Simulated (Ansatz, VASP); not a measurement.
# One calculation of PbSe, two programs

```xyz
4
Lattice="5.1741 0.0000 0.0000 -2.5871 4.4809 0.0000 0.0000 0.0000 6.2148" Properties=species:S:1:pos:R:3 pbc="T T T"
Pb    0.0000    2.9873   -0.4033
Pb    2.5871    1.4936    2.7041
Se    0.0000    2.9873    2.7339
Se    2.5871    1.4936    5.8412
```

Alike in both runs: task single point; functional PBE; k mesh 6 × 6 × 4; occupations fermi-dirac, width 0.02 eV; no spin polarisation.

```csv
,VASP,Ansatz
version,VASP 6.6.1,Ansatz 0.2.0
potentials or method,"VASP PAW PBE potentials, release 64 (Pb_d, Se)","plane waves, PAW"
plane-wave cutoff (eV),520,420
valence electrons in the cell,40,60
```

```csv
,VASP,Ansatz,Ansatz less VASP
gap on the k mesh at the Fermi level (eV),1.17,1.16,-0.003
pressure (GPa),0.8,0.8,+0.01
"traceless stress, the component that is largest in VASP (GPa)",0.10,0.10,+0.002
rms of the force components (eV/Å),0.005,0.004,-0.0002
```

Atom by atom the forces differ by 0.000 eV/Å (rms over components). With one functional, cell and mesh, what is left measures potentials, basis and numerics. VASP's potentials hold 40 valence electrons a cell and Ansatz's 60, so a difference there can come from the potentials and not from the codes.

Neither program's run includes spin-orbit coupling.
